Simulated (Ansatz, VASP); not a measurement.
# Two plane-wave programs on YN

```
Y N
1.0
     0.00000    2.35800    2.35800
     2.35800    0.00000    2.35800
     2.35800    2.35800    0.00000
Y N
1 1
Direct
  0.00000 0.00000 0.00000
  0.50000 0.50000 0.50000
```

Alike in both runs: task single point; functional LDA; k mesh 16 × 16 × 16; occupations fermi-dirac, width 0.15 eV; no spin polarisation.

|  | VASP | Ansatz |
| --- | --- | --- |
| version | VASP 6.6.1 | Ansatz 0.2.0 |
| potentials or method | VASP PAW LDA potentials, release 64 (Y_sv, N), cutoff 600 eV | scalar-relativistic, plane waves, PAW |
| valence electrons in the cell | 16 | 16 |

VASP gave:

```
gap on the k mesh at the Fermi level (eV) : none
pressure (GPa)                            : 13.7
```

What did Ansatz give for the same quantities?

gap on the k mesh at the Fermi level (eV): none; pressure (GPa): 13.6.

LDA's correlation is that of Perdew and Zunger in VASP and of Perdew and Wang (1992) in Ansatz. A gap of «none» marks a metal or a gap that the smearing closes.
